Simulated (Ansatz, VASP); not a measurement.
# As: VASP beside Ansatz

```
As
1.0
     3.46300    0.00000    0.00000
    -1.73150    2.99905    0.00000
     0.00000    0.00000   28.57424
As
2
Direct
  0.33333 0.66667 0.46856
  0.66667 0.33333 0.53144
```

Alike in both runs: task single point; functional PBE; dispersion D3(BJ); k mesh 9 × 9 × 1; occupations gaussian, width 0.02 eV; no spin polarisation.

|  | VASP | Ansatz |
| --- | --- | --- |
| version | VASP 6.6.1 | Ansatz 0.2.0 |
| potentials or method | VASP PAW PBE potentials, release 64 (As), cutoff 520 eV | scalar-relativistic, plane waves, PAW |
| valence electrons in the cell | 10 | 30 |

Ansatz gave:

| Property | Result |
| --- | --- |
| rms of the force components (eV/Å) | 1.583 |
| work function, face that differs most (eV) | 3.88 |

Task: What did VASP give for the same quantities?

Result: rms of the force components (eV/Å): 1.570; work function, face that differs most (eV): 3.86.

Atom by atom the forces differ by 0.013 eV/Å (rms over components). VASP's potentials hold 10 valence electrons a cell and Ansatz's 30, so a difference there can come from the potentials and not from the codes.
